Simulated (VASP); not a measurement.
Set up this calculation in VASP 6.6.1, as the native input.

| Quantity | Value |
| --- | --- |
| Task | single point |
| Functional | r2SCAN |
| Potentials or basis | VASP PAW PBE potentials, release 64 (Cs_sv, Cl) |
| Cutoff | 550 eV |
| k mesh | 4 × 4 × 4 |
| Occupations | tetrahedron |
| Spin | no spin polarisation |
| Dipole correction | no |
| Further INCAR settings | ALGO = Normal; EDIFF = 1e-06; NBANDS = 15 |

The system is CsCl.

```
Cs Cl
1.0
     4.13683    0.00000    0.00000
     0.00000    4.13683    0.00000
     0.00000    0.00000    4.13683
Cs Cl
1 1
Direct
  0.00000 0.00000 0.00000
  0.50000 0.50000 0.50000
```

One way to write it, as run:

POSCAR

```
CsCl
1.0
    4.1368324570      0.0000000000      0.0000000000
    0.0000000000      4.1368324570      0.0000000000
    0.0000000000      0.0000000000      4.1368324570
Cs Cl
1 1
Direct
    0.0000000000      0.0000000000      0.0000000000
    0.5000000000      0.5000000000      0.5000000000
```

INCAR.step1

```
SYSTEM = CsCl
PREC = Accurate
ENCUT = 550
ISMEAR = -5
SIGMA = 0.1
LREAL = .FALSE.
LASPH = .TRUE.
NELM = 120
NBANDS = 15
GGA = PE
ALGO = Normal
EDIFF = 1E-5
LWAVE = .TRUE.
LCHARG = .FALSE.
GGA_COMPAT = .FALSE.
```

INCAR.step2

```
SYSTEM = CsCl
PREC = Accurate
ENCUT = 550
EDIFF = 1E-6
ISMEAR = -5
SIGMA = 0.1
LREAL = .FALSE.
LASPH = .TRUE.
NELM = 120
ALGO = Normal
ISIF = 2
LWAVE = .FALSE.
LCHARG = .TRUE.
METAGGA = R2SCAN
LMIXTAU = .TRUE.
LELF = .TRUE.
LVHAR = .TRUE.
NBANDS = 15
ISTART = 1
GGA_COMPAT = .FALSE.
```

KPOINTS

```
Automatic mesh
0
G
  4 4 4
  0 0 0
```

Potentials or basis: VASP PAW PBE potentials, release 64 (Cs_sv, Cl).

Launch:

```bash
$ cat potpaw_PBE.64/Cs_sv/POTCAR potpaw_PBE.64/Cl/POTCAR > POTCAR
$ cp INCAR.step1 INCAR
$ mpirun -np 1 vasp_std > vasp.out
$ cp INCAR.step2 INCAR
$ mpirun -np 1 vasp_std > vasp.out
```

Results of the run:

```yaml
Pressure: 0.1 GPa
Band_gap_on_the_k_mesh: 5.91 eV
```

Caveat: the PAW data sets were made with another functional, which shifts forces and pressure a little; spin-orbit coupling is left out, which moves the levels of the heavy elements.

Run time: 30 s on 1 thread of AMD EPYC 7R13 Processor (Zen 3), on a shared host, peak memory 0.16 GiB.
